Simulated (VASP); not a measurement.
# Ni (Fm-3m) in VASP: a series of runs, part 2 of 2

VASP 6.6.1. The steps go on from the part before.

### 3 Single point, r2SCAN

POSCAR reads:

```
Ni
1.0
    0.0000000000      1.7330608651      1.7330608651
    1.7330608651      0.0000000000      1.7330608651
    1.7330608651      1.7330608651      0.0000000000
Ni
1
Direct
    0.0000000000      0.0000000000      0.0000000000
```

INCAR.step1 reads:

```
  PREC = Accurate
  ENCUT = 520
  ISMEAR = -1
  SIGMA = 0.1
  LREAL = F
  LASPH = T
  NELM = 60
  NBANDS = 11
  GGA = PE
  ALGO = Normal
  EDIFF = 1E-4
  LWAVE = T
  LCHARG = F
```

INCAR.step2 reads:

```
  PREC = Accurate
  ENCUT = 520
  EDIFF = 1E-7
  ISMEAR = -1
  SIGMA = 0.1
  LREAL = F
  LASPH = T
  NELM = 60
  ALGO = Normal
  ISIF = 2
  LWAVE = F
  LCHARG = F
  METAGGA = R2SCAN
  LMIXTAU = T
  NBANDS = 11
  ISTART = 1
```

KPOINTS reads:

```
Automatic mesh
0
Gamma
  7 7 7
```

Potentials or basis: VASP PAW PBE potentials, release 64 (Ni).

Started as:

```
> cat potpaw_PBE.64/Ni/POTCAR > POTCAR
> cp INCAR.step1 INCAR
> mpirun -np 1 vasp_std > vasp.out
> cp INCAR.step2 INCAR
> mpirun -np 1 vasp_std > vasp.out
```

OUTCAR:

```text
PREC = Accurate
   ENCUT = 520
   EDIFF = 1E-7
   ISMEAR = -1
   LREAL = F
   LASPH = T
   NELM = 60
   ISIF = 2
   METAGGA = R2SCAN
   ISTART = 1

 ion  position               nearest neighbor table
   1  0.000  0.000  0.000-

  LATTYP: Found a face centered cubic cell.
 ALAT       =     3.4661217302

  Lattice vectors:

 A1 = (   0.0000000000,   1.7330608651,   1.7330608651)
 A2 = (   1.7330608651,   0.0000000000,   1.7330608651)
 A3 = (   1.7330608651,   1.7330608651,   0.0000000000)

Analysis of symmetry for initial positions (statically):
=====================================================================
 Subroutine PRICEL returns:
 Original cell was already a primitive cell.

 Routine SETGRP: Setting up the symmetry group for a
 face centered cubic supercell.

 Subroutine GETGRP returns: Found 48 space group operations
 (whereof 48 operations were pure point group operations)
 out of a pool of 48 trial point group operations.

The static configuration has the point symmetry O_h .

Analysis of symmetry for dynamics (positions and initial velocities):
=====================================================================
 Subroutine PRICEL returns:
 Original cell was already a primitive cell.

 Routine SETGRP: Setting up the symmetry group for a
 face centered cubic supercell.

 Subroutine GETGRP returns: Found 48 space group operations
 (whereof 48 operations were pure point group operations)
 out of a pool of 48 trial point group operations.

The dynamic configuration has the point symmetry O_h .

 Subroutine INISYM returns: Found 48 space group operations
 (whereof 48 operations are pure point group operations),
 and found     1 'primitive' translations

----------------------------------------------------------------------------------------
[... 108 lines left out ...]
  Fermi-wavevector in a.u.,A,eV,Ry     =   1.615292  3.052459 35.499885  2.609168
  Thomas-Fermi vector in A             =   2.710063
   LORBIT       =      0    0 simple, 1 ext, 2 COOP (PROOUT), +10 PAW based schemes
   METAGGA = R2SCAN    functional components
   LHFCALC =     F    Hartree Fock is set to
   AEXX    =    0.0000 exact exchange contribution
   IVDW    =     0    specifies the selected vdW correction
   LEPSILON=     F    determine dielectric tensor
   LRPA    =     F    only Hartree local field effects (RPA)
 non-spin polarized calculation
  energy-cutoff  :      520.00
  volume of cell :       10.41
 maximum number of plane-waves:       295
 NGX is ok and might be reduce to    18
   NGX =  9   NGY =  9   NGZ =  9

 number of electron       9.9999995 magnetization

 Free energy of the ion-electron system (eV)
  ---------------------------------------------------
  ext. energy  EPLUGINS =         0.00000000
  ---------------------------------------------------
  free energy    TOTEN  =       -11.88278797 eV

  energy without entropy =      -11.80514099  energy(sigma->0) =      -11.84396448

 E-fermi :   9.6642     XC(G=0): -14.6552

 val. band max:        9.6092267787   @ k =   0.4286   0.2857   0.0000
 cond. band min:       9.6716351233   @ k =  -0.2857   0.4286   0.1429
 fundamental gap:      0.0624083446
 Fermi energy:         9.6641889443

 k-point     1 :       0.0000    0.0000    0.0000
  band No.  band energies     occupation
      1       0.1310      2.00000
      2       7.6220      2.00000
      3       7.6220      2.00000
      4       7.6220      2.00000
      5       8.7427      1.99980
      6       8.7427      1.99980
      7      34.7562      0.00000
      8      39.4316      0.00000
      9      39.4316      0.00000
     10      39.4318      0.00000
     11      42.3434      0.00000
[... 253 lines left out ...]
 k-point    20 :      -0.2857    0.4286    0.1429
  band No.  band energies     occupation
      1       5.9353      2.00000
      2       6.4204      2.00000
      3       7.1845      2.00000
      4       8.6875      1.99989
      5       9.6716      0.96279
      6      17.0503      0.00000
      7      17.5160      0.00000
      8      21.0684      0.00000
      9      24.6660      0.00000
     10      38.2238      0.00000
     11      44.8599      0.00000

------------------------ aborting loop because EDIFF is reached ----------------------------------------

  FORCE on cell =-STRESS in cart. coord.  units (eV):
  Direction    XX          YY          ZZ          XY          YZ          ZX
  --------------------------------------------------------------------------------------
  -------------------------------------------------------------------------------------
  Total        0.0272341      0.0272341      0.0272341      0.0000000      0.0000000      0.0000000
  in kB        4.1913355      4.1913355      4.1913355      0.0000000      0.0000000      0.0000000
  external PRESSURE =       4.1913355 kB  Pullay stress =       0.0000000 kB

 VOLUME and BASIS-vectors are now :
 -----------------------------------------------------------------------------
  energy-cutoff  :      520.00
  volume of cell :       10.41
      direct lattice vectors                 reciprocal lattice vectors
     0.000000000  1.733060865  1.733060865    -0.288506890  0.288506890  0.288506890
     1.733060865  0.000000000  1.733060865     0.288506890 -0.288506890  0.288506890
     1.733060865  1.733060865  0.000000000     0.288506890  0.288506890 -0.288506890

 POSITION                                       TOTAL-FORCE (eV/Angst)
 -----------------------------------------------------------------------------------
      0.00000      0.00000      0.00000        -0.000000      0.000000      0.000000
 -----------------------------------------------------------------------------------
    total drift:                                0.000000      0.000000      0.000000

  FREE ENERGIE OF THE ION-ELECTRON SYSTEM (eV)
  ---------------------------------------------------
  free  energy   TOTEN  =       -11.8827879745 eV

  energy  without entropy=      -11.8051409882  energy(sigma->0) =      -11.84396448
```

OUTCAR.step1:

```text
PREC = Accurate
   ENCUT = 520
   ISMEAR = -1
   LREAL = F
   LASPH = T
   NELM = 60
[... 489 lines left out ...]

 POSITION                                       TOTAL-FORCE (eV/Angst)
 -----------------------------------------------------------------------------------
      0.00000      0.00000      0.00000         0.000000      0.000000     -0.000000
 -----------------------------------------------------------------------------------
    total drift:                               -0.000000     -0.000000     -0.000000

  FREE ENERGIE OF THE ION-ELECTRON SYSTEM (eV)
  ---------------------------------------------------
  free  energy   TOTEN  =        -5.4612677186 eV

  energy  without entropy=       -5.3803063624  energy(sigma->0) =       -5.42078704
```

It took 7.9 s on 1 thread of Intel Xeon 6975P-C (Granite Rapids), shared host; peak memory 0.11 GiB.

What came out:

```
Free energy            : -11.8828 eV
Pressure               : 0.4 GPa
Band gap on the k mesh : zero (band 5 reaches 9.73 eV, above the bottom of band 6 at 8.70 eV)
```

Caveat: the k points lie up to 0.45 Å⁻¹ apart; the PAW data sets were made with another functional, which shifts forces and pressure a little; the run has no spin polarisation, though such a crystal can be magnetic. Spin polarisation is off, so any magnetic state and its effect on volume and gap are missing.

### 4 Single point, r2SCAN

POSCAR is that of step 3.

INCAR.step1 reads:

```
SYSTEM = Ni
  ALGO = Normal
  EDIFF = 1E-4
  ENCUT = 520
  GGA = PE
  ISMEAR = -1
  LASPH = .TRUE.
  LCHARG = .FALSE.
  LREAL = .FALSE.
  LWAVE = .TRUE.
  NBANDS = 11
  NELM = 100
  PREC = Accurate
  SIGMA = 0.1
```

INCAR.step2 reads:

```
SYSTEM = Ni
  ALGO = Normal
  EDIFF = 1E-7
  ENCUT = 520
  ISIF = 2
  ISMEAR = -1
  ISTART = 1
  LASPH = .TRUE.
  LCHARG = .FALSE.
  LMIXTAU = .TRUE.
  LREAL = .FALSE.
  LWAVE = .FALSE.
  METAGGA = R2SCAN
  NBANDS = 11
  NELM = 100
  PREC = Accurate
  SIGMA = 0.1
```

KPOINTS reads:

```
k-points
0
G
  9 9 9
  0 0 0
```

Started as:

```
> cat potpaw_PBE.64/Ni/POTCAR > POTCAR
> cp INCAR.step1 INCAR
> mpirun -np 1 vasp_std > vasp.out
> cp INCAR.step2 INCAR
> mpirun -np 1 vasp_std > vasp.out
```

Run time: 10 s. Hardware: 1 thread of Intel Xeon 6975P-C (Granite Rapids), shared host; peak memory 0.12 GiB.

It converged, with:

```yaml
Free_energy: -11.8858 eV
Pressure: 0.3 GPa
Band_gap_on_the_k_mesh: zero (band 5 reaches 9.74 eV, above the bottom of band 6 at 8.67 eV)
```

Levels at points of the mesh, in eV from the Fermi level:
```tsv
k point	band 3	band 4	band 5	band 6	band 7	band 8
(0.00, 0.00, 0.00)	-2.00	-2.00	-0.89	-0.89	25.16	29.83
```

Caveat: the PAW data sets were made with another functional, which shifts forces and pressure a little; the run has no spin polarisation, though such a crystal can be magnetic. Spin polarisation is off, so any magnetic state and its effect on volume and gap are missing.

### 5 Summary

```csv
k mesh,gap on the mesh (eV),pressure (GPa)
5 × 5 × 5,none,3.4
7 × 7 × 7,none,0.4
9 × 9 × 9,none,0.3
```

Alike in all rows: task single point; level r2SCAN; potentials or basis VASP PAW PBE potentials, release 64 (Ni); no spin polarisation; cell as given; cutoff (eV) 520; smearing fermi-dirac 0.1 eV.

Caveats: some runs use coarse meshes; the PAW data sets were made with another functional, which shifts forces and pressure a little; the run has no spin polarisation, though such a crystal can be magnetic.

Total energies depend on the potentials used, so only differences within one code and one set of settings carry meaning.
